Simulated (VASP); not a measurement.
# CoO (P3m1) in VASP: further runs, part 3 of 3

VASP 6.6.1.

## (5) Single point, LDA, collinear spin, ferromagnetic start (volume scaled by 1.06)

INCAR reads:

```
PREC = Accurate
ENCUT = 520
EDIFF = 1E-6
ISMEAR = -1
SIGMA = 0.05
LREAL = F
LASPH = T
NELM = 150
ALGO = Normal
ISIF = 2
LWAVE = F
LCHARG = T
ISPIN = 2
MAGMOM = 2 2 0 0
LORBIT = 11
LMAXMIX = 4
GGA = CA
LELF = T
LVHAR = T
NBANDS = 27
```

KPOINTS reads:

```
Automatic mesh
0
Gamma
  10 10 5
```

POSCAR reads:

```
CoO
1.0
    3.2603606016      0.0000000000      0.0000000000
   -1.6301803009      2.8235551065      0.0000000000
    0.0000000000      0.0000000000      5.3312594650
Co O
2 2
Direct
    0.3333333333      0.6666666667      0.5033624100
    0.0000000000      0.0000000000      0.0034741400
    0.3333333333      0.6666666667      0.8715556000
    0.0000000000      0.0000000000      0.3716088500
```

Potentials or basis: VASP PAW LDA potentials, release 64 (Co, O).

Launch:

```console
cat potpaw_LDA.64/Co/POTCAR potpaw_LDA.64/O/POTCAR > POTCAR
mpirun -np 1 vasp_std > vasp.out
```

OUTCAR:

```text
PREC = Accurate
   ENCUT = 520
   EDIFF = 1E-6
   ISMEAR = -1
   LREAL = F
   LASPH = T
   NELM = 150
   ISIF = 2
   ISPIN = 2
   LORBIT = 11
   GGA = CA

 ion  position               nearest neighbor table
   1  0.333  0.667  0.503-   3 1.96   4 2.01   4 2.01   4 2.01
   2  0.000  0.000  0.003-   4 1.96   3 2.01   3 2.01   3 2.01
   3  0.333  0.667  0.872-   1 1.96   2 2.01   2 2.01   2 2.01
   4  0.000  0.000  0.372-   2 1.96   1 2.01   1 2.01   1 2.01

  LATTYP: Found a hexagonal cell.
 ALAT       =     3.2603606016
 C/A-ratio  =     1.6351747909

  Lattice vectors:

 A1 = (   3.2603606016,   0.0000000000,   0.0000000000)
 A2 = (  -1.6301803009,   2.8235551065,   0.0000000000)
 A3 = (   0.0000000000,   0.0000000000,   5.3312594650)

Analysis of symmetry for initial positions (statically):
=====================================================================
 Subroutine PRICEL returns:
 Original cell was already a primitive cell.

 Routine SETGRP: Setting up the symmetry group for a
[... 925 lines left out ...]
      6       0.3472      1.00000
[... 709 lines left out ...]
     26      18.8038      0.00000
     27      20.2311      0.00000

 [... further k-points ...]
[... 5 lines left out ...]
  --------------------------------------------------------------------------------------
  -------------------------------------------------------------------------------------
  Total       -6.4724045     -6.4724045     -5.9229797      0.0000000     -0.0000000     -0.0000000
  in kB     -211.2927093   -211.2927093   -193.3566457      0.0000000     -0.0000000     -0.0000000
  external PRESSURE =    -205.3140214 kB  Pullay stress =       0.0000000 kB

 VOLUME and BASIS-vectors are now :
 -----------------------------------------------------------------------------
  energy-cutoff  :      520.00
  volume of cell :       49.08
      direct lattice vectors                 reciprocal lattice vectors
     3.260360602  0.000000000  0.000000000     0.306714539  0.177081722  0.000000000
    -1.630180301  2.823555107  0.000000000     0.000000000  0.354163444  0.000000000
     0.000000000  0.000000000  5.331259465     0.000000000  0.000000000  0.187572938

 POSITION                                       TOTAL-FORCE (eV/Angst)
 -----------------------------------------------------------------------------------
     -0.00000      1.88237      2.68356         0.000000      0.000000     -0.185086
      0.00000      0.00000      0.01852         0.000000      0.000000     -0.189138
     -0.00000      1.88237      4.64649        -0.000000     -0.000000      0.187510
      0.00000      0.00000      1.98114         0.000000      0.000000      0.186714
 -----------------------------------------------------------------------------------
    total drift:                                0.000000      0.000000      0.001634

  FREE ENERGIE OF THE ION-ELECTRON SYSTEM (eV)
  ---------------------------------------------------
  free  energy   TOTEN  =       -29.4013758609 eV

  energy  without entropy=      -29.3470927794  energy(sigma->0) =      -29.37423432

 total charge

# of ion       s       p       d       tot
------------------------------------------
    1        0.331   0.395   7.164   7.889
    2        0.331   0.395   7.164   7.889
    3        1.540   3.380   0.000   4.919
    4        1.540   3.380   0.000   4.919
--------------------------------------------------
tot          3.740   7.549  14.327  25.616

 magnetization (x)

# of ion       s       p       d       tot
------------------------------------------
    1        0.014   0.049   2.383   2.445
    2        0.014   0.048   2.383   2.445
    3        0.020   0.306   0.000   0.325
    4        0.020   0.306   0.000   0.325
--------------------------------------------------
tot          0.067   0.708   4.766   5.541
```

OSZICAR:

```text
N       E                     dE             d eps       ncg     rms          rms(c)
DAV:   1     0.247419140549E+03    0.24742E+03   -0.13554E+04  6288   0.129E+03
DAV:   2    -0.678778858659E+01   -0.25421E+03   -0.22742E+03  6540   0.306E+02
DAV:   3    -0.343273899899E+02   -0.27540E+02   -0.26009E+02  6952   0.114E+02
DAV:   4    -0.349989237452E+02   -0.67153E+00   -0.66870E+00  6918   0.186E+01
DAV:   5    -0.350203275637E+02   -0.21404E-01   -0.21400E-01  8255   0.311E+00    0.240E+01
DAV:   6    -0.354193194531E+02   -0.39899E+00   -0.47585E+01  8263   0.974E+01    0.380E+01
DAV:   7    -0.294573603169E+02    0.59620E+01   -0.17782E+01  7287   0.840E+01    0.105E+01
DAV:   8    -0.294633044289E+02   -0.59441E-02   -0.18982E+00  7556   0.111E+01    0.565E+00
DAV:   9    -0.300783304316E+02   -0.61503E+00   -0.58537E+00  8845   0.257E+01    0.164E+01
DAV:  10    -0.294163730757E+02    0.66196E+00   -0.48227E+00  9080   0.196E+01    0.300E+00
DAV:  11    -0.294156218249E+02    0.75125E-03   -0.60830E-02  7967   0.294E+00    0.172E+00
DAV:  12    -0.294008185512E+02    0.14803E-01   -0.37496E-02  9465   0.286E+00    0.414E-01
DAV:  13    -0.294014170155E+02   -0.59846E-03   -0.90281E-03  8169   0.753E-01    0.184E-01
DAV:  14    -0.294013889216E+02    0.28094E-04   -0.39623E-04  8049   0.209E-01    0.118E-01
DAV:  15    -0.294013745768E+02    0.14345E-04   -0.10133E-04  8618   0.182E-01    0.287E-02
DAV:  16    -0.294013754694E+02   -0.89256E-06   -0.46355E-05  7557   0.494E-02    0.138E-02
DAV:  17    -0.294013758609E+02   -0.39150E-06   -0.78881E-06  6488   0.357E-02
   1 F= -.29401376E+02 E0= -.29374234E+02  d E =-.542831E-01  mag=     5.7428
```

It took 82 s on 1 thread of Intel Xeon Platinum 8488C (Sapphire Rapids), shared host; peak memory 0.22 GiB.

Results:

- Free energy: -29.4014 eV
- Pressure: -20.5 GPa
- Largest force: 0.189 eV/Å
- Net moment: 5.74 μB per cell
- Site moments: Co +2.44; O +0.33 μB
- Valence electrons inside the program's atomic spheres: Co 7.89; O 4.92

Forces in eV/Å, atoms in the order of the input:
```
Co   0.000  0.000 -0.185
Co   0.000  0.000 -0.189
O    0.000  0.000  0.188
O    0.000  0.000  0.187
```

Caveat: semilocal functionals often make such compounds metallic where correlation or magnetic order opens a gap, which also shifts bond lengths.

## (6) Overview

| level | potentials or basis | cell | gap on the mesh (eV) | pressure (GPa) | moment (μB) | largest force (eV/Å) |
| --- | --- | --- | --- | --- | --- | --- |
| PBEsol | VASP PAW PBE potentials, release 64 (Co, O) | a = 3.260, b = 3.260, c = 5.331 Å, angles 90.0, 90.0, 120.0°, 4 atoms | none | -13.5 | 5.96 | 0.21 |
| LDA | VASP PAW LDA potentials, release 64 (Co, O) | a = 3.240, b = 3.240, c = 5.298 Å, angles 90.0, 90.0, 120.0°, 4 atoms | none | -19.2 | 5.63 | 0.21 |
| PBEsol | VASP PAW PBE potentials, release 64 (Co, O) | a = 3.240, b = 3.240, c = 5.298 Å, angles 90.0, 90.0, 120.0°, 4 atoms | none | -11.6 | 5.93 | 0.23 |
| LDA | VASP PAW LDA potentials, release 64 (Co, O) | a = 3.260, b = 3.260, c = 5.331 Å, angles 90.0, 90.0, 120.0°, 4 atoms | none | -20.5 | 5.74 | 0.19 |

Alike in all rows: task single point; spin collinear, ferromagnetic start; k mesh 10 × 10 × 5; cutoff (eV) 520; smearing fermi-dirac 0.05 eV.

Caveats: semilocal functionals often make such compounds metallic where correlation or magnetic order opens a gap, which also shifts bond lengths; the PAW data sets were made with another functional, which shifts forces and pressure a little (some runs).

Absolute energies hang on the potentials; compare differences alone.
